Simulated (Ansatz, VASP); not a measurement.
## NbAs: VASP beside Ansatz

The input INCAR:

```
PREC = Accurate
ENCUT = 520
EDIFF = 1E-6
ISMEAR = 0
SIGMA = 0.05
LREAL = F
LASPH = T
NELM = 60
ALGO = Normal
ISIF = 2
LWAVE = F
LCHARG = F
GGA = PE
NBANDS = 26
```

Contents of KPOINTS:

```
Automatic mesh
0
Gamma
  10 10 10
```

The input POSCAR:

```
NbAs
1.0
    0.0000000000     -3.4517000000      0.0000000000
    3.4517000000      0.0000000000      0.0000000000
   -1.7258500000      1.7258500000      5.8400000000
Nb As
2 2
Direct
    0.0000000000      0.0000000000      0.0000000000
    0.7500000000      0.2500000000      0.5000000000
    0.4160000000      0.4160000000      0.8320000000
    0.1660000000      0.6804856158      0.3320000000
```

Input for Ansatz:

```yaml
crystal:
  lattice:
    - [0.0, -3.4517, 0.0]
    - [3.4517, 0.0, 0.0]
    - [-1.72585, 1.72585, 5.84]
  atoms:
    - { symbol: Nb, position: [0.0, 0.0, 0.0] }
    - { symbol: Nb, position: [0.75, 0.25, 0.5] }
    - { symbol: As, position: [0.416, 0.416, 0.832] }
    - { symbol: As, position: [0.166, 0.6804856158, 0.332] }
basis:
  ecutwfc: 420
  fft_grid_basis: typed
kpoints:
  mp_grid: { grid: [10, 10, 10] }
hamiltonian:
  xc: pbe
  pseudopotentials: { kind: paw }
scf:
  occupations: { method: gaussian, width: 0.05 }
output:
  forces: true
  stress: true
  eigenvalues: true
  bader: true
  write_density: true
  volumetric_format: npy
```

Alike in both runs: task single point; functional PBE; k mesh 10 × 10 × 10; occupations gaussian, width 0.05 eV; no spin polarisation.

|  | VASP | Ansatz |
| --- | --- | --- |
| version | VASP 6.6.1 | Ansatz 0.2.0 |
| potentials or method | VASP PAW PBE potentials, release 64 (Nb_sv, As), cutoff 520 eV | scalar-relativistic, plane waves, PAW |
| valence electrons in the cell | 36 | 56 |

```csv
,VASP,Ansatz,Ansatz less VASP
gap on the k mesh at the Fermi level (eV),none,none,-
pressure (GPa),3.4,3.4,-0.02
"traceless stress, the component that is largest in VASP (GPa)",0.48,0.52,+0.034
rms of the force components (eV/Å),0.283,0.282,-0.0009
```

Atom by atom the forces differ by 0.001 eV/Å (rms over components). A gap of «none» marks a metal or a gap that the smearing closes. VASP's potentials hold 36 valence electrons a cell and Ansatz's 56, so a difference there can come from the potentials and not from the codes.
